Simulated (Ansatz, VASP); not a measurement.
## Mo in VASP and in Ansatz

Contents of INCAR:

```
SYSTEM = Mo
  ALGO = Normal
  EDIFF = 1E-6
  ENCUT = 520
  GGA = PS
  ISIF = 2
  ISMEAR = -1
  LASPH = .True.
  LCHARG = .True.
  LELF = .True.
  LREAL = .False.
  LVHAR = .True.
  LWAVE = .False.
  NBANDS = 13
  NELM = 60
  PREC = Accurate
  SIGMA = 0.1
```

File KPOINTS:

```
k-points
0
Gamma
  14 14 13
  0 0 0
```

File POSCAR:

```
Mo
1.0
    2.7355104000      0.0000000000      0.0000000000
   -1.3677552000      2.3690215000      0.0000000000
    0.0000000000      0.0000000000      2.5551807000
Mo
1
Direct
    0.0000000000      0.0000000000      0.5000000000
```

Input for Ansatz:

```yaml
crystal:
  lattice:
    - [2.7355104, 0.0, 0.0]
    - [-1.3677552, 2.3690215, 0.0]
    - [0.0, 0.0, 2.5551807]
  atoms:
    - { symbol: Mo, position: [0.0, 0.0, 0.5] }
basis:
  ecutwfc: 520.0
kpoints:
  mp_grid:
    grid: [14, 14, 13]
hamiltonian:
  xc: pbesol
  pseudopotentials:
    kind: paw
scf:
  occupations:
    method: fermi_dirac
output:
  stress: true
```

Alike in both runs: task single point; functional PBEsol; k mesh 14 × 14 × 13; no spin polarisation.

|  | VASP | Ansatz |
| --- | --- | --- |
| version | VASP 6.6.1 | Ansatz 0.2.0 |
| potentials or method | VASP PAW PBE potentials, release 64 (Mo_sv), cutoff 520 eV | plane waves, PAW |
| occupations | fermi-dirac, width 0.1 eV | fermi-dirac |
| valence electrons in the cell | 14 | 14 |

|  | VASP | Ansatz | Ansatz less VASP |
| --- | --- | --- | --- |
| pressure (GPa) | -3.0 | -3.5 | -0.51 |
| traceless stress, the component that is largest in VASP (GPa) | -4.31 | -4.43 | -0.121 |

VASP's potentials were made for PBE, not for PBEsol.
